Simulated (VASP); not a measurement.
Wanted: the native input for a VASP 6.6.1 run.

```
Task                   : single point
Functional             : PBE
Potentials or basis    : VASP PAW PBE potentials, release 64 (Pt)
Cutoff                 : 520 eV
k mesh                 : 14 × 10 × 1
Occupations            : fermi-dirac, width 0.1 eV
Spin                   : no spin polarisation
Dipole correction      : yes
Further INCAR settings : ALGO = Normal; EDIFF = 1e-06; NBANDS = 39
```

The structure of Pt lies in POSCAR:

```
Pt
1.0
    2.8085470207      0.0000000000      0.0000000000
    0.0000000000      3.9718852873      0.0000000000
    0.0000000000      0.0000000000     23.0214000000
Pt
6
Direct
    0.2500000000      0.2500000000      0.3525208290
    0.7500000000      0.7500000000      0.4046703940
    0.2500000000      0.2500000000      0.4706394975
    0.7500000000      0.7500000000      0.5293605030
    0.2500000000      0.2500000000      0.5953295994
    0.7500000000      0.7500000000      0.6474791770
```

One way to write it, as run:

INCAR

```
SYSTEM = Pt
PREC = Accurate
ENCUT = 520
EDIFF = 1E-6
ISMEAR = -1
SIGMA = 0.1
LREAL = .FALSE.
LASPH = .TRUE.
NELM = 60
ALGO = Normal
ISIF = 2
LWAVE = .FALSE.
LCHARG = .FALSE.
LDIPOL = .TRUE.
IDIPOL = 3
DIPOL = 0.5 0.5 0.500
GGA = PE
NBANDS = 39
```

KPOINTS

```
Automatic mesh
0
G
  14 10 1
  0 0 0
```

Potentials or basis: VASP PAW PBE potentials, release 64 (Pt).

Launch:

```sh
$ cat potpaw_PBE.64/Pt/POTCAR > POTCAR
$ mpirun -np 1 vasp_std > vasp.out
```

It gave:

```json
{
  "Largest force": "0.031 eV/Å",
  "Band gap on the k mesh": "zero (bands 30 and 31 overlap by 0.64 eV)"
}
```

Caveat: spin-orbit coupling is left out, which moves the levels of the heavy elements.

Run time: 7.7 min on 1 thread of AMD EPYC 9R45 96-Core Processor (Zen 5), on a shared host, peak memory 0.52 GiB.
